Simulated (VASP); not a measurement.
# SnO2 (P4_2/mnm) in VASP: electric field gradients with r2SCAN

Aim: the electric field gradients of SnO2 with r2SCAN.

All numbers are computed with VASP 6.6.1; they aren't measurements. Logs are shortened: lines on timing, memory, paths and dates and some standing lists are left out, and cuts for length are marked.

### 1 The cell of the first run

Symmetry: P4_2/mnm, No. 136, tetragonal system. The conventional cell has a = 4.760 Å, b = 4.760 Å, c = 3.201 Å, α = 90.00°, β = 90.00°, γ = 90.00°. Sn (site symmetry mmm) has 6 O at 2.06 to 2.07 Å within 2.7 Å. O (site symmetry m2m) has 3 Sn at 2.06 to 2.07 Å and 1 O at 2.61 Å within 2.7 Å.

### 2 Electric field gradients, r2SCAN

File POSCAR:

```
SnO2
1.0
    4.7602436553      0.0000000000      0.0000000000
    0.0000000000      4.7602436553      0.0000000000
    0.0000000000      0.0000000000      3.2007846744
Sn O
2 4
Direct
    0.0000000000      0.0000000000      0.0000000000
    0.5000000000      0.5000000000      0.5000000000
    0.3059141442      0.3059141442      0.0000000000
    0.1940858558      0.8059141442      0.5000000000
    0.6940858558      0.6940858558      0.0000000000
    0.8059141442      0.1940858558      0.5000000000
```

File INCAR.step1:

```
  ALGO = Normal
  EDIFF = 1E-4
  ENCUT = 520
  GGA = PE
  ISMEAR = 0
  LASPH = T
  LCHARG = F
  LREAL = F
  LWAVE = T
  NBANDS = 35
  NELM = 80
  PREC = Accurate
  SIGMA = 0.05
```

File INCAR.step2:

```
  ALGO = Normal
  EDIFF = 1E-8
  ENCUT = 520
  ISIF = 2
  ISMEAR = 0
  ISTART = 1
  LASPH = T
  LCHARG = F
  LEFG = T
  LMIXTAU = T
  LREAL = F
  LWAVE = F
  METAGGA = R2SCAN
  NBANDS = 35
  NELM = 80
  PREC = Accurate
  SIGMA = 0.05
```

File KPOINTS:

```
k-points
0
Gamma
  6 6 10
```

Potentials or basis: VASP PAW PBE potentials, release 64 (Sn_d, O).

The run is started by

```sh
cat potpaw_PBE.64/Sn_d/POTCAR potpaw_PBE.64/O/POTCAR > POTCAR
cp INCAR.step1 INCAR
mpirun -np 1 vasp_std > vasp.out
cp INCAR.step2 INCAR
mpirun -np 1 vasp_std > vasp.out
```

OUTCAR:

```text
EDIFF = 1E-8
   ENCUT = 520
   ISIF = 2
   ISMEAR = 0
   ISTART = 1
   LASPH = T
   LREAL = F
   METAGGA = R2SCAN
   NELM = 80
   PREC = Accurate

 ion  position               nearest neighbor table
   1  0.000  0.000  0.000-   3 2.06   5 2.06   4 2.07   6 2.07   4 2.07   6 2.07   2 3.73   2 3.73
                             2 3.73   2 3.73   2 3.73   2 3.73   2 3.73   2 3.73
   2  0.500  0.500  0.500-   4 2.06   6 2.06   5 2.07   3 2.07   3 2.07   5 2.07   1 3.73   1 3.73
                             1 3.73   1 3.73   1 3.73   1 3.73   1 3.73   1 3.73
   3  0.306  0.306  0.000-   1 2.06   2 2.07   2 2.07
   4  0.194  0.806  0.500-   2 2.06   1 2.07   1 2.07
   5  0.694  0.694  0.000-   1 2.06   2 2.07   2 2.07
   6  0.806  0.194  0.500-   2 2.06   1 2.07   1 2.07

  LATTYP: Found a simple tetragonal cell.
 ALAT       =     4.7602436553
 C/A-ratio  =     0.6723993363

  Lattice vectors:

 A1 = (   4.7602436553,   0.0000000000,   0.0000000000)
 A2 = (   0.0000000000,   4.7602436553,   0.0000000000)
 A3 = (   0.0000000000,   0.0000000000,   3.2007846744)

Analysis of symmetry for initial positions (statically):
=====================================================================
 Subroutine PRICEL returns:
 Original cell was already a primitive cell.

 Routine SETGRP: Setting up the symmetry group for a
 simple tetragonal supercell.

 Subroutine GETGRP returns: Found 16 space group operations
 (whereof  8 operations were pure point group operations)
 out of a pool of 16 trial point group operations.

The static configuration has the point symmetry D_2h.
 The point group associated with its full space group is D_4h.

Analysis of symmetry for dynamics (positions and initial velocities):
=====================================================================
 Subroutine PRICEL returns:
 Original cell was already a primitive cell.

 Routine SETGRP: Setting up the symmetry group for a
 simple tetragonal supercell.

 Subroutine GETGRP returns: Found 16 space group operations
 (whereof  8 operations were pure point group operations)
 out of a pool of 16 trial point group operations.

The dynamic configuration has the point symmetry D_2h.
 The point group associated with its full space group is D_4h.

 Subroutine INISYM returns: Found 16 space group operations
 (whereof  8 operations are pure point group operations),
[... 157 lines left out ...]
 fundamental gap:      1.7928391778
 Fermi energy:         5.8669723824

 k-point     1 :       0.0000    0.0000    0.0000
  band No.  band energies     occupation
      1     -16.1811      2.00000
      2     -15.2683      2.00000
      3     -14.9683      2.00000
      4     -14.9683      2.00000
      5     -14.9459      2.00000
      6     -14.9071      2.00000
[... 901 lines left out ...]
     34      18.8246      0.00000
     35      19.1957      0.00000

 [... further k-points ...]
[... 5 lines left out ...]
  --------------------------------------------------------------------------------------
  -------------------------------------------------------------------------------------
  Total        0.4078867      0.4078867      0.6407730      0.0000000      0.0000000      0.0000000
  in kB        9.0102183      9.0102183     14.1546777      0.0000000      0.0000000      0.0000000
  external PRESSURE =      10.7250381 kB  Pullay stress =       0.0000000 kB

 VOLUME and BASIS-vectors are now :
 -----------------------------------------------------------------------------
  energy-cutoff  :      520.00
  volume of cell :       72.53
      direct lattice vectors                 reciprocal lattice vectors
     4.760243655  0.000000000  0.000000000     0.210073280  0.000000000  0.000000000
     0.000000000  4.760243655  0.000000000     0.000000000  0.210073280  0.000000000
     0.000000000  0.000000000  3.200784674     0.000000000  0.000000000  0.312423390

 POSITION                                       TOTAL-FORCE (eV/Angst)
 -----------------------------------------------------------------------------------
      0.00000      0.00000      0.00000         0.000000      0.000000      0.000000
      2.38012      2.38012      1.60039         0.000000      0.000000      0.000000
      1.45623      1.45623      0.00000        -0.019907     -0.019907     -0.000000
      0.92390      3.83635      1.60039         0.019907     -0.019907      0.000000
      3.30402      3.30402      0.00000         0.019907      0.019907      0.000000
      3.83635      0.92390      1.60039        -0.019907      0.019907      0.000000
 -----------------------------------------------------------------------------------
    total drift:                                0.000000      0.000000     -0.000000

  FREE ENERGIE OF THE ION-ELECTRON SYSTEM (eV)
  ---------------------------------------------------
  free  energy   TOTEN  =       -84.6296438874 eV

  energy  without entropy=      -84.6296438874  energy(sigma->0) =      -84.62964389

 Electric field gradients (V/A^2)
---------------------------------------------------------------------
 ion       V_xx      V_yy      V_zz      V_xy      V_xz      V_yz
---------------------------------------------------------------------
   1      25.202    25.202   -50.403   -27.784     0.000    -0.000
   2      25.202    25.202   -50.403    27.784     0.000     0.000
   3     -23.437   -23.437    46.875    81.340    -0.000    -0.000
   4     -23.437   -23.437    46.875   -81.340     0.000    -0.000
   5     -23.437   -23.437    46.875    81.340     0.000    -0.000
   6     -23.437   -23.437    46.875   -81.340    -0.000    -0.000
---------------------------------------------------------------------

 Electric field gradients after diagonalization (V/A^2)
 (convention: |V_zz| > |V_xx| > |V_yy|)
----------------------------------------------------------------------
 ion       V_xx      V_yy      V_zz     asymmetry (V_yy - V_xx)/ V_zz
----------------------------------------------------------------------
   1     -50.403    -2.583    52.986       0.903
   2     -50.403    -2.583    52.986       0.903
   3      57.903    46.875  -104.777       0.105
   4      57.903    46.875  -104.777       0.105
   5      57.903    46.875  -104.777       0.105
   6      57.903    46.875  -104.777       0.105
----------------------------------------------------------------------

           NMR quadrupolar parameters

 Cq : quadrupolar parameter    Cq=e*Q*V_zz/h
 eta: asymmetry parameters     (V_yy - V_xx)/ V_zz
 Q  : nuclear electric quadrupole moment in mb (millibarn)
----------------------------------------------------------------------
 ion       Cq(MHz)       eta       Q (mb)
----------------------------------------------------------------------
   1       0.128       0.903       1.000
   2       0.128       0.903       1.000
   3      -0.253       0.105       1.000
   4      -0.253       0.105       1.000
   5      -0.253       0.105       1.000
   6      -0.253       0.105       1.000
----------------------------------------------------------------------
```

OUTCAR.step1:

```text
EDIFF = 1E-4
   ENCUT = 520
   GGA = PE
   ISMEAR = 0
[... 1154 lines left out ...]
      1.45623      1.45623      0.00000        -0.035860     -0.035860      0.000000
      0.92390      3.83635      1.60039         0.035860     -0.035860      0.000000
      3.30402      3.30402      0.00000         0.035860      0.035860      0.000000
      3.83635      0.92390      1.60039        -0.035860      0.035860      0.000000
 -----------------------------------------------------------------------------------
    total drift:                                0.000000      0.000000     -0.000000

  FREE ENERGIE OF THE ION-ELECTRON SYSTEM (eV)
  ---------------------------------------------------
  free  energy   TOTEN  =       -37.2288621153 eV

  energy  without entropy=      -37.2288621153  energy(sigma->0) =      -37.22886212
```

Run time: 3.1 min. Hardware: 1 thread of Intel Xeon Platinum 8481C at 2.70GHz (Sapphire Rapids), shared host; peak memory 0.26 GiB.

Results:

```
Free energy                             : -84.6296 eV
Pressure                                : 1.1 GPa
Largest force                           : 0.028 eV/Å
Band gap on the k mesh                  : 1.79 eV
Largest electric field gradient by atom : Sn +53.0; O -104.8 V/Å²
```

Forces on the atoms (eV/Å):
```
Sn   0.000  0.000  0.000
Sn   0.000  0.000  0.000
O   -0.020 -0.020  0.000
O    0.020 -0.020  0.000
O    0.020  0.020  0.000
O   -0.020  0.020  0.000
```

Levels at points of the mesh, in eV from the valence-band top:
| k point | band 24 | band 25 | band 26 | band 27 | band 28 | band 29 |
| --- | --- | --- | --- | --- | --- | --- |
| (0.00, 0.00, 0.00) | -0.78 | -0.78 | 0.00 | 1.79 | 6.81 | 7.05 |
| (0.50, 0.00, 0.00) | -1.17 | -0.62 | -0.62 | 5.00 | 5.00 | 7.81 |
| (0.50, 0.50, 0.00) | -1.30 | -0.92 | -0.92 | 5.44 | 5.44 | 8.22 |
| (0.00, 0.00, 0.50) | -1.67 | -1.27 | -1.27 | 6.87 | 6.87 | 10.53 |
| (0.50, 0.00, 0.50) | -1.11 | -0.69 | -0.69 | 7.15 | 7.15 | 8.85 |
| (0.50, 0.50, 0.50) | -0.96 | -0.85 | -0.85 | 5.52 | 5.52 | 9.65 |

Electric field gradients, principal values (V/Å²):
```csv
atom,least,middle,greatest (by size)
1 Sn,-2.583,-50.403,52.986
2 Sn,-2.583,-50.403,52.986
3 O,46.875,57.903,-104.777
4 O,46.875,57.903,-104.777
5 O,46.875,57.903,-104.777
6 O,46.875,57.903,-104.777
```

Caveat: without QUAD_EFG the Cq values of the log hold for a quadrupole moment of 1 mb, not for the nuclei; the PAW data sets were made with another functional, which shifts forces and pressure a little; spin-orbit coupling is left out, which moves the levels of the heavy elements. r2SCAN opens gaps a little over a GGA but as a rule still falls short of measured ones.
